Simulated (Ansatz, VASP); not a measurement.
## One calculation of Sc, two programs

File INCAR:

```
SYSTEM = Sc
PREC     = Accurate       ! precision mode
ENCUT    = 520            ! plane-wave cutoff, eV
EDIFF    = 1E-7           ! SCF threshold, eV
ISMEAR   = -1             ! smearing method
SIGMA    = 0.05           ! smearing width, eV
LREAL    = .FALSE.        ! projectors in reciprocal space
LASPH    = .TRUE.         ! aspherical terms in the spheres
NELM     = 60             ! most SCF steps
ALGO     = Normal         ! electronic algorithm
ISIF     = 2              ! what is computed and relaxed
LWAVE    = .FALSE.        ! write WAVECAR
LCHARG   = .FALSE.        ! write CHGCAR
GGA      = PE             ! functional
NBANDS   = 18             ! bands
```

File KPOINTS:

```
regular mesh
0
G
  15 15 8
  0 0 0
```

The input POSCAR:

```
Sc
1.0
    3.2970938753      0.0000000000      0.0000000000
   -1.6485469377      2.8553670546      0.0000000000
    0.0000000000      0.0000000000      5.1331686426
Sc
2
Direct
    0.3333333333      0.6666666667      0.2500000000
    0.6666666667      0.3333333333      0.7500000000
```

Input for Ansatz:

```yaml
crystal:
  lattice:
    - [3.2970938753, 0.0, 0.0]
    - [-1.6485469377, 2.8553670546, 0.0]
    - [0.0, 0.0, 5.1331686426]
  atoms:
    - { symbol: Sc, position: [0.3333333333, 0.6666666667, 0.25] }
    - { symbol: Sc, position: [0.6666666667, 0.3333333333, 0.75] }
kpoints:
  mp_grid: { grid: [15, 15, 8] }
scf:
  occupations: { method: fermi_dirac, width: 0.05 }
hamiltonian:
  xc: pbe
  pseudopotentials: { kind: all_electron, lapw: { basis_error: 0.0005 } }
output:
  forces: true
  stress: true
  eigenvalues: true
```

Change from the starting cell: volume scaled by 0.98.

Alike in both runs: task single point; functional PBE; k mesh 15 × 15 × 8; occupations fermi-dirac, width 0.05 eV; no spin polarisation.

|  | VASP | Ansatz |
| --- | --- | --- |
| version | VASP 6.6.1 | Ansatz 0.2.0 |
| potentials or method | VASP PAW PBE potentials, release 64 (Sc_sv), cutoff 520 eV | all-electron LAPW, scalar-relativistic |

|  | VASP | Ansatz | Ansatz less VASP |
| --- | --- | --- | --- |
| pressure (GPa) | 1.1 | 1.1 | -0.03 |
| traceless stress, the component that is largest in VASP (GPa) | -0.06 | -0.06 | -0.006 |

Ansatz ran all-electron here, and VASP with PAW potentials.
